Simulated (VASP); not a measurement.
# Ag: single point with r2SCAN0

Ag:

```
Ag
1.0
     0.00000    2.08281    2.08281
     2.08281    0.00000    2.08281
     2.08281    2.08281    0.00000
Ag
1
Direct
  0.00000 0.00000 0.00000
```

```yaml
Program: VASP 6.6.1
Task: single point
Functional: r2SCAN0
Potentials_or_basis: VASP PAW PBE potentials, release 64 (Ag_sv_GW)
Cutoff: 510 eV
k_mesh: 6 × 6 × 6
Occupations: fermi-dirac, width 0.05 eV
Spin: no spin polarisation
```

| Quantity | Value |
| --- | --- |
| Pressure | -5.3 GPa |
| Band gap on the k mesh | zero (an odd number of electrons rules out a gap without spin polarisation) |

Levels at points of the mesh, in eV from the Fermi level:
| k point | band 7 | band 8 | band 9 | band 10 | band 11 | band 12 | band 13 | band 14 |
| --- | --- | --- | --- | --- | --- | --- | --- | --- |
| (0.00, 0.00, 0.00) | -6.15 | -6.15 | -5.18 | -5.18 | 17.77 | 21.32 | 21.32 | 21.32 |
| (0.50, 0.00, 0.00) | -6.18 | -4.33 | -4.33 | 0.65 | 4.68 | 16.98 | 19.67 | 19.67 |
| (0.50, 0.50, 0.00) | -4.41 | -4.10 | -4.10 | 2.91 | 8.06 | 12.40 | 12.40 | 18.74 |

It took 15 min on 1 thread of Intel(R) Xeon(R) 6975P-C (Granite Rapids), with other jobs on the host, peak memory 0.16 GiB.

Caveat: the k points lie up to 0.44 Å⁻¹ apart, too coarse for converged energies and pressures of a metal; the PAW data sets were made with another functional, which shifts forces and pressure a little.
